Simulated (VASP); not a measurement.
# Al18N in VASP: notebook, part 2 of 2

VASP 6.6.1.

### Step 4. Single point, PBE

INCAR

```
PREC = Accurate
ENCUT = 520
EDIFF = 1E-6
ISMEAR = 0
SIGMA = 0.1
LREAL = Auto
LASPH = True
NELM = 60
ALGO = Normal
ISIF = 2
LWAVE = False
LCHARG = False
LDIPOL = True
IDIPOL = 3
DIPOL = 0.5 0.5 0.323
GGA = PE
NBANDS = 44
```

KPOINTS

```
regular mesh
0
Gamma
  5 3 1
```

POSCAR

```
Al18N
1.0
    5.7070863110      0.0000000000      0.0000000000
   -1.4267715777      9.7014842373      0.0000000000
    0.0000000000      0.0000000000     20.2903703481
Al N
18 1
Direct
    0.2662216041      0.0648864163      0.1971378507
    0.7662216041      0.0648864163      0.1971378507
    0.3354806058      0.3419224231      0.2462112388
    0.8354806058      0.3419224231      0.2462112388
    0.1493324061      0.5973296244      0.2560259164
    0.6493324061      0.5973296244      0.2560259164
    0.4631842064      0.8527368258      0.2658405941
    0.9631842064      0.8527368258      0.2658405941
    0.0319772070      0.1277109165      0.3154271774
    0.5319772070      0.1277109165      0.3154271774
    0.0997917582      0.4042231291      0.3707799915
    0.5997917582      0.4042231291      0.3707799915
    0.4144000518      0.6596656508      0.3785021759
    0.9144000518      0.6596656508      0.3785021759
    0.2263076905      0.9110819252      0.3874246333
    0.7263076905      0.9110819252      0.3874246333
    0.2962427210      0.1814071991      0.4332286793
    0.7962427210      0.1814071991      0.4332286793
    0.4212427210      0.4314071991      0.4368127251
```

Potentials or basis: VASP PAW PBE potentials, release 64 (Al, N).

Command:

```
cat potpaw_PBE.64/Al/POTCAR potpaw_PBE.64/N/POTCAR > POTCAR
mpirun -np 1 vasp_std > vasp.out
```

OUTCAR:

```text
PREC = Accurate
   ENCUT = 520
   EDIFF = 1E-6
   ISMEAR = 0
   LREAL = Auto
   LASPH = True
   NELM = 60
   ISIF = 2
   GGA = PE

 ion  position               nearest neighbor table
   1  0.266  0.065  0.197-   2 2.85   2 2.85   9 2.86  10 2.86   3 2.87   7 2.87   8 2.87
   2  0.766  0.065  0.197-   1 2.85   1 2.85  10 2.86   9 2.86   4 2.87   8 2.87   7 2.87
   3  0.335  0.342  0.246-   4 2.85   4 2.85   6 2.87   5 2.87   1 2.87   9 2.89  10 2.89  12 2.96
                            11 2.97
   4  0.835  0.342  0.246-   3 2.85   3 2.85   5 2.87   6 2.87   2 2.87  10 2.89   9 2.89  11 2.96
                            12 2.97
   5  0.149  0.597  0.256-   6 2.85   6 2.85   4 2.87   3 2.87   7 2.87   8 2.87  13 2.93  14 2.93
                            11 2.99
   6  0.649  0.597  0.256-   5 2.85   5 2.85   3 2.87   4 2.87   8 2.87   7 2.87  14 2.93  13 2.93
                            12 2.99
   7  0.463  0.853  0.266-  10 2.85   8 2.85   8 2.85   1 2.87   2 2.87   5 2.87   6 2.87  16 2.90
                            15 2.91  13 2.96
   8  0.963  0.853  0.266-   9 2.85   7 2.85   7 2.85   2 2.87   1 2.87   6 2.87   5 2.87  15 2.90
                            16 2.91  14 2.96
   9  0.032  0.128  0.315-  18 2.83  17 2.83   8 2.85  10 2.85  10 2.85   1 2.86   2 2.86   3 2.89
                             4 2.89  11 2.91  15 2.93  16 2.93
  10  0.532  0.128  0.315-  17 2.83  18 2.83   7 2.85   9 2.85   9 2.85   2 2.86   1 2.86   4 2.89
                             3 2.89  12 2.91  16 2.93  15 2.93
  11  0.100  0.404  0.371-  19 2.26  12 2.85  12 2.85  14 2.86  13 2.87  18 2.88  17 2.89   9 2.91
                             4 2.96   3 2.97   5 2.99
  12  0.600  0.404  0.371-  19 1.73  11 2.85  11 2.85  13 2.86  14 2.87  17 2.88  18 2.89  10 2.91
                             3 2.96   4 2.97   6 2.99
  13  0.414  0.660  0.379-  19 2.54  16 2.83  15 2.83  14 2.85  14 2.85  12 2.86  11 2.87   5 2.93
                             6 2.93   7 2.96
  14  0.914  0.660  0.379-  15 2.83  16 2.83  13 2.85  13 2.85  11 2.86  12 2.87   6 2.93   5 2.93
                             8 2.96
  15  0.226  0.911  0.387-  17 2.78  14 2.83  13 2.83  16 2.85  16 2.85   8 2.90   7 2.91   9 2.93
                            10 2.93
  16  0.726  0.911  0.387-  18 2.78  13 2.83  14 2.83  15 2.85  15 2.85   7 2.90   8 2.91  10 2.93
                             9 2.93
  17  0.296  0.181  0.433-  19 2.45  15 2.78  10 2.83   9 2.83  18 2.85  18 2.85  12 2.88  11 2.89

  18  0.796  0.181  0.433-  16 2.78   9 2.83  10 2.83  17 2.85  17 2.85  11 2.88  12 2.89
  19  0.421  0.431  0.437-  12 1.73  11 2.26  17 2.45  13 2.54

  LATTYP: Found a simple monoclinic cell.
 ALAT       =     5.7070863110
 B/A-ratio  =     3.5552941102
 C/A-ratio  =     1.7181865164
 COS(beta)  =    -0.1455022476

  Lattice vectors:

 A1 = (   5.7070863110,   0.0000000000,   0.0000000000)
 A2 = (   0.0000000000,   0.0000000000, -20.2903703481)
 A3 = (  -1.4267715777,   9.7014842373,   0.0000000000)

Analysis of symmetry for initial positions (statically):
=====================================================================
 Subroutine PRICEL returns:
 Original cell was already a primitive cell.

 Routine SETGRP: Setting up the symmetry group for a
 simple monoclinic supercell.

 Subroutine GETGRP returns: Found  1 space group operations
 (whereof  1 operations were pure point group operations)
 out of a pool of  4 trial point group operations.

The static configuration has the point symmetry C_1 .

Analysis of symmetry for dynamics (positions and initial velocities):
=====================================================================
 Subroutine PRICEL returns:
 Original cell was already a primitive cell.

 Routine SETGRP: Setting up the symmetry group for a
 simple monoclinic supercell.

[... 114 lines left out ...]
   ICHARG =      2    charge: 1-file 2-atom 10-const
   ISPIN  =      1    spin polarized calculation?
   LNONCOLLINEAR =      F non collinear calculations
   LSORBIT =      F    spin-orbit coupling
   LASPH  =      T    aspherical Exc in radial PAW
   ENCUT  =  520.0 eV  38.22 Ry    6.18 a.u.  10.61 18.23 37.73*2*pi/ulx,y,z
   NELM   =     60;   NELMIN=  2; NELMDL= -5     # of ELM steps
   EDIFF  = 0.1E-05   stopping-criterion for ELM
   LREAL  =      T    real-space projection
   EDIFFG = 0.1E-04   stopping-criterion for IOM
   NSW    =      0    number of steps for IOM
   IBRION =     -1    ionic relax: 0-MD 1-quasi-New 2-CG
   NFREE  =      0    steps in history (QN), initial steepest desc. (CG)
   ISIF   =      2    stress and relaxation
   ISYM   =      2    0-nonsym 1-usesym 2-fastsym
   POTIM  = 0.5000    time-step for ionic-motion
   TEBEG  =    0.0;   TEEND  =   0.0 temperature during run
   PSTRESS=    0.0 pullay stress
   NELECT =      59.0000    total number of electrons
   NUPDOWN=      -1.0000    fix difference up-down
   EMIN   =  10.00;   EMAX   =-10.00  energy-range for DOS
   EFERMI =   0.00;   METHOD = LEGACY
   ISMEAR =     0;   SIGMA  =   0.10  broadening in eV -4-tet -1-fermi 0-gaus
   EFERMI_NEDOS =   21; number of points for ismear=-14 and -15
   IALGO  =     38    algorithm
   IMIX   =      4    mixing-type and parameters
     AMIX     =   0.40;   BMIX     =  1.00
     AMIX_MAG =   1.60;   BMIX_MAG =  1.00
  volume/ion in A,a.u.               =      59.13       399.01
  Fermi-wavevector in a.u.,A,eV,Ry     =   0.613072  1.158538  5.113844  0.375857
  Thomas-Fermi vector in A             =   1.669589
   LORBIT       =      0    0 simple, 1 ext, 2 COOP (PROOUT), +10 PAW based schemes
   GGA     = PE    functional components
   LHFCALC =     F    Hartree Fock is set to
   AEXX    =    0.0000 exact exchange contribution
   IVDW    =     0    specifies the selected vdW correction
   LEPSILON=     F    determine dielectric tensor
   LRPA    =     F    only Hartree local field effects (RPA)
 non-spin polarized calculation
 Gauss-broadening in eV      SIGMA  =   0.10
  energy-cutoff  :      520.00
  volume of cell :     1123.42
 maximum number of plane-waves:     30284
   NGX = 21   NGY = 37   NGZ = 75

 dipolmoment           0.000000      0.000000     -0.124774 electrons x Angstroem

 number of electron      59.0000000 magnetization

 dipolmoment           0.000000      0.000000      0.118299 electrons x Angstroem

 Free energy of the ion-electron system (eV)
  ---------------------------------------------------
  ext. energy  EPLUGINS =         0.00000000
  ---------------------------------------------------
  free energy    TOTEN  =       -69.01266716 eV

  energy without entropy =      -68.96341885  energy(sigma->0) =      -68.98804300

 E-fermi :  -1.0339     XC(G=0):  -3.7445

 val. band max:       -1.0442269996   @ k =  -0.4000   0.3333   0.0000
 cond. band min:      -1.0308463624   @ k =   0.4000   0.3333   0.0000
 fundamental gap:      0.0133806372
 Fermi energy:        -1.0338655481

 k-point     1 :       0.0000    0.0000    0.0000
  band No.  band energies     occupation
      1     -14.8525      2.00000
      2     -10.9324      2.00000
      3      -9.5616      2.00000
      4      -9.2415      2.00000
      5      -8.6004      2.00000
      6      -7.0738      2.00000
[... 341 lines left out ...]
     40       1.1583      0.00000
     41       1.2288      0.00000
 [bands above 41 left out]

------------------------ aborting loop because EDIFF is reached ----------------------------------------

 vacuum level on the upper side and lower side of the slab       (xc-potential included)         0.115        -0.258

  FORCE on cell =-STRESS in cart. coord.  units (eV):
  Direction    XX          YY          ZZ          XY          YZ          ZX
  --------------------------------------------------------------------------------------
  -------------------------------------------------------------------------------------
  Total      -12.8908535    -15.1469800      0.7783489     -0.4897336      0.0104579     -4.3063582
  in kB      -18.3844084    -21.6020038      1.1100494     -0.6984380      0.0149146     -6.1415520
  external PRESSURE =     -12.9587876 kB  Pullay stress =       0.0000000 kB

 VOLUME and BASIS-vectors are now :
 -----------------------------------------------------------------------------
  energy-cutoff  :      520.00
  volume of cell :     1123.42
      direct lattice vectors                 reciprocal lattice vectors
     5.707086311  0.000000000  0.000000000     0.175220760  0.025769253  0.000000000
    -1.426771578  9.701484237  0.000000000     0.000000000  0.103077011  0.000000000
     0.000000000  0.000000000 20.290370348     0.000000000  0.000000000  0.049284463

 POSITION                                       TOTAL-FORCE (eV/Angst)
 -----------------------------------------------------------------------------------
      1.42677      0.62949      4.00000        -0.048852      0.122328     -0.010907
      4.28031      0.62949      4.00000         0.038650      0.169903     -0.005857
      1.42677      3.31715      4.99572        -0.017054      0.051187     -0.014057
      4.28031      3.31715      4.99572        -0.024616      0.096754     -0.074242
      0.00000      5.79498      5.19486         0.042796     -0.175757      0.021870
      2.85354      5.79498      5.19486         0.006656     -0.112256      0.118511
[... 11 lines left out ...]
      4.28540      1.75992      8.79037         0.110200     -0.234760     -0.027769
      1.78855      4.18529      8.86309        -3.414228     -0.042623      0.015830
 -----------------------------------------------------------------------------------
    total drift:                               -0.012178     -0.027829     -0.014033

  FREE ENERGIE OF THE ION-ELECTRON SYSTEM (eV)
  ---------------------------------------------------
  free  energy   TOTEN  =       -69.0126671569 eV

  energy  without entropy=      -68.9634188509  energy(sigma->0) =      -68.98804300

 vacuum level on the upper side and lower side of the slab         3.561         3.173
```

Wall time 18 min (1 thread of Intel Xeon Platinum 8259CL at 2.50GHz (Skylake/Cascade Lake), shared host); peak memory 1.1 GiB.

What came out:

```yaml
Free_energy: -69.0127 eV
Largest_force: 3.415 eV/Å
Band_gap_on_the_k_mesh: zero (an odd number of electrons rules out a gap without spin polarisation)
```

Forces in eV/Å, atoms in the order of the input:
```
Al  -0.049  0.122 -0.011
Al   0.039  0.170 -0.006
Al  -0.017  0.051 -0.014
Al  -0.025  0.097 -0.074
Al   0.043 -0.176  0.022
Al   0.007 -0.112  0.119
Al   0.045  0.011 -0.143
Al  -0.034 -0.112 -0.059
Al   0.032  0.073  0.009
Al   0.041  0.022  0.071
Al   0.778  0.206  0.990
Al   2.056 -0.366 -1.791
Al   0.100 -0.621  0.581
Al   0.118  0.090 -0.103
Al   0.041 -0.028  0.084
Al   0.010 -0.044 -0.026
Al   0.120  0.894  0.363
Al   0.110 -0.235 -0.028
N   -3.414 -0.043  0.016
```

### Step 5. Single point, PBE

INCAR

```
PREC = Accurate ; ENCUT = 520
EDIFF = 1E-7 ; ISMEAR = 0
SIGMA = 0.1 ; LREAL = Auto
LASPH = True ; NELM = 100
ALGO = Normal ; ISIF = 2
LWAVE = False ; LCHARG = False
LDIPOL = True ; IDIPOL = 3
DIPOL = 0.5 0.5 0.324 ; GGA = PE
NBANDS = 44
```

KPOINTS is that of step 4.

POSCAR: that of step 4 with these lines changed.

```diff
@@ -26,2 +26,2 @@
     0.7962427210      0.1814071991      0.4332286793
-    0.4212427210      0.4314071991      0.4368127251
+    0.4212427210      0.9314071991      0.4537326225
```

Potentials or basis: VASP PAW PBE potentials, release 64 (Al, N).

Command:

```
cat potpaw_PBE.64/Al/POTCAR potpaw_PBE.64/N/POTCAR > POTCAR
mpirun -np 1 vasp_std > vasp.out
```

OUTCAR:

```text
PREC = Accurate
   ENCUT = 520
   EDIFF = 1E-7
   ISMEAR = 0
   LREAL = Auto
   LASPH = True
   NELM = 100
   ISIF = 2
   GGA = PE

 ion  position               nearest neighbor table
   1  0.266  0.065  0.197-   2 2.85   2 2.85   9 2.86  10 2.86   3 2.87   7 2.87   8 2.87
   2  0.766  0.065  0.197-   1 2.85   1 2.85  10 2.86   9 2.86   4 2.87   8 2.87   7 2.87
   3  0.335  0.342  0.246-   4 2.85   4 2.85   6 2.87   5 2.87   1 2.87   9 2.89  10 2.89  12 2.96
                            11 2.97
   4  0.835  0.342  0.246-   3 2.85   3 2.85   5 2.87   6 2.87   2 2.87  10 2.89   9 2.89  11 2.96
                            12 2.97
   5  0.149  0.597  0.256-   6 2.85   6 2.85   4 2.87   3 2.87   7 2.87   8 2.87  13 2.93  14 2.93
[... 604 lines left out ...]
  external PRESSURE =     -12.7956185 kB  Pullay stress =       0.0000000 kB

 VOLUME and BASIS-vectors are now :
 -----------------------------------------------------------------------------
  energy-cutoff  :      520.00
  volume of cell :     1123.42
      direct lattice vectors                 reciprocal lattice vectors
     5.707086311  0.000000000  0.000000000     0.175220760  0.025769253  0.000000000
    -1.426771578  9.701484237  0.000000000     0.000000000  0.103077011  0.000000000
     0.000000000  0.000000000 20.290370348     0.000000000  0.000000000  0.049284463

 POSITION                                       TOTAL-FORCE (eV/Angst)
 -----------------------------------------------------------------------------------
      1.42677      0.62949      4.00000        -0.086952      0.079478      0.016549
      4.28031      0.62949      4.00000         0.160749      0.153892     -0.023324
      1.42677      3.31715      4.99572         0.005805      0.169350      0.024639
      4.28031      3.31715      4.99572         0.015800      0.107079     -0.000039
      0.00000      5.79498      5.19486        -0.063452     -0.160085      0.027661
      2.85354      5.79498      5.19486         0.069288     -0.121032      0.007669
[... 11 lines left out ...]
      4.28540      1.75992      8.79037         0.076216      0.114018      0.101439
      1.07516      9.03603      9.20640         2.333982      0.823552      0.023496
 -----------------------------------------------------------------------------------
    total drift:                               -0.012209     -0.029398     -0.014399

  FREE ENERGIE OF THE ION-ELECTRON SYSTEM (eV)
  ---------------------------------------------------
  free  energy   TOTEN  =       -68.3227674204 eV

  energy  without entropy=      -68.2783012693  energy(sigma->0) =      -68.30053434

 vacuum level on the upper side and lower side of the slab         3.667         3.131
```

OSZICAR:

```text
N       E                     dE             d eps       ncg     rms          rms(c)
DAV:   1     0.251895032861E+03    0.25190E+03   -0.16845E+04   704   0.914E+02
DAV:   2    -0.375791871554E+02   -0.28947E+03   -0.27861E+03   944   0.163E+02
DAV:   3    -0.722915275288E+02   -0.34712E+02   -0.32895E+02  1104   0.486E+01
DAV:   4    -0.744765193111E+02   -0.21850E+01   -0.21669E+01   872   0.151E+01
[... 21 lines left out ...]
DAV:  26    -0.683227653115E+02   -0.28301E-05   -0.10096E-07   612   0.748E-04    0.178E-04
DAV:  27    -0.683227668393E+02   -0.15279E-05   -0.58317E-08   560   0.510E-04    0.734E-05
DAV:  28    -0.683227671481E+02   -0.30878E-06   -0.11237E-08   560   0.247E-04    0.520E-05
DAV:  29    -0.683227673977E+02   -0.24964E-06   -0.80386E-09   504   0.206E-04    0.328E-05
DAV:  30    -0.683227674204E+02   -0.22650E-07   -0.12308E-09   444   0.121E-04
   1 F= -.68322767E+02 E0= -.68300534E+02  d E =-.444662E-01
```

stdout:

```text
POSCAR found type information on POSCAR AlN
 POSCAR found :  2 types and      19 ions
 scaLAPACK will be used
 LDA part: xc-table for (Slater+PW92), standard interpolation
 POSCAR, INCAR and KPOINTS ok, starting setup
 FFT: planning ... GRIDC
 FFT: planning ... GRID_SOFT
 FFT: planning ... GRID
 WAVECAR not read
 entering main loop
```

It took 19 min on 1 thread of Intel Xeon Platinum 8259CL at 2.50GHz (Skylake/Cascade Lake), shared host; peak memory 1.1 GiB.

What came out:

* Free energy: -68.3228 eV
* Largest force: 2.475 eV/Å
* Band gap on the k mesh: zero (an odd number of electrons rules out a gap without spin polarisation)

Forces in eV/Å, atoms in the order of the input:
```
Al  -0.087  0.079  0.017
Al   0.161  0.154 -0.023
Al   0.006  0.169  0.025
Al   0.016  0.107  0.000
Al  -0.063 -0.160  0.028
Al   0.069 -0.121  0.008
Al   0.021 -0.104 -0.144
Al   0.018 -0.061 -0.198
Al   0.006 -0.110  0.169
Al   0.036  0.101 -0.093
Al   0.013  0.059 -0.085
Al   0.025 -0.001  0.032
Al  -0.006 -0.155  0.023
Al  -0.110 -0.098 -0.061
Al  -1.400 -0.428 -1.243
Al  -1.327  0.073  1.178
Al   0.213 -0.441  0.243
Al   0.076  0.114  0.101
N    2.334  0.824  0.023
```

Levels at points of the mesh, in eV from the Fermi level:
```
           k point  band 28  band 29  band 30  band 31  band 32  band 33
(0.00, 0.00, 0.00)    -0.76    -0.73    -0.54    -0.15     0.13     0.53
```

### Step 6. Single point, PBE

INCAR

```
SYSTEM = Al18N
PREC = Accurate
ENCUT = 520
EDIFF = 1E-7
ISMEAR = 0
SIGMA = 0.1
LREAL = Auto
LASPH = .True.
NELM = 100
ALGO = Normal
ISIF = 2
LWAVE = .False.
LCHARG = .False.
LDIPOL = .True.
IDIPOL = 3
DIPOL = 0.5 0.5 0.324
GGA = PE
NBANDS = 44
```

KPOINTS

```
Automatic mesh
0
Gamma
  5 3 1
  0 0 0
```

POSCAR: that of step 5 with these lines changed.

```diff
@@ -26,2 +26,2 @@
     0.7962427210      0.1814071991      0.4332286793
-    0.4212427210      0.9314071991      0.4537326225
+    0.6712427210      0.4314071991      0.4548949803
```

Potentials or basis: VASP PAW PBE potentials, release 64 (Al, N).

Command:

```
cat potpaw_PBE.64/Al/POTCAR potpaw_PBE.64/N/POTCAR > POTCAR
mpirun -np 1 vasp_std > vasp.out
```

Run time: 21 min. Hardware: 1 thread of Intel Xeon Platinum 8259CL at 2.50GHz (Skylake/Cascade Lake), shared host; peak memory 1.1 GiB.

Results (log left out):

* Free energy: -67.4427 eV
* Largest force: 1.495 eV/Å
* Band gap on the k mesh: zero (an odd number of electrons rules out a gap without spin polarisation)

Forces on the atoms (eV/Å):
```
Al   0.055  0.087  0.095
Al  -0.004  0.216  0.065
Al   0.048  0.017  0.089
Al   0.009  0.140  0.111
Al  -0.094 -0.088 -0.011
Al   0.052 -0.125  0.091
Al  -0.092 -0.047 -0.132
Al   0.027 -0.068 -0.095
Al  -0.013 -0.028 -0.005
Al  -0.081  0.081  0.022
Al  -0.062  0.077  0.101
Al  -0.541 -0.145 -1.386
Al  -0.125 -0.054  0.135
Al  -0.097 -0.239  0.388
Al  -0.033 -0.074 -0.035
Al   0.041 -0.044  0.056
Al  -0.107  0.122  0.128
Al  -0.151  0.749  0.358
N    1.167 -0.578  0.024
```

Levels at points of the mesh, in eV from the Fermi level:
| k point | band 28 | band 29 | band 30 | band 31 | band 32 | band 33 |
| --- | --- | --- | --- | --- | --- | --- |
| (0.00, 0.00, 0.00) | -0.90 | -0.69 | -0.34 | 0.05 | 0.24 | 0.37 |

### Step 7. Summary

| cell | gap on the mesh (eV) | largest force (eV/Å) |
| --- | --- | --- |
| as given, atomic positions A | none | 2.48 |
| as given, atomic positions B | none | 1.36 |
| as given, atomic positions C | none | 3.41 |
| as given, atomic positions D | none | 2.48 |
| as given, atomic positions E | none | 1.49 |

Alike in all rows: task single point; level PBE; potentials or basis VASP PAW PBE potentials, release 64 (Al, N); no spin polarisation; k mesh 5 × 3 × 1; cutoff (eV) 520; smearing gaussian 0.1 eV.

Total energies depend on the potentials used, so only differences within one code and one set of settings carry meaning.

The gap in the log of VASP goes by the Fermi energy; the results here count the filled bands.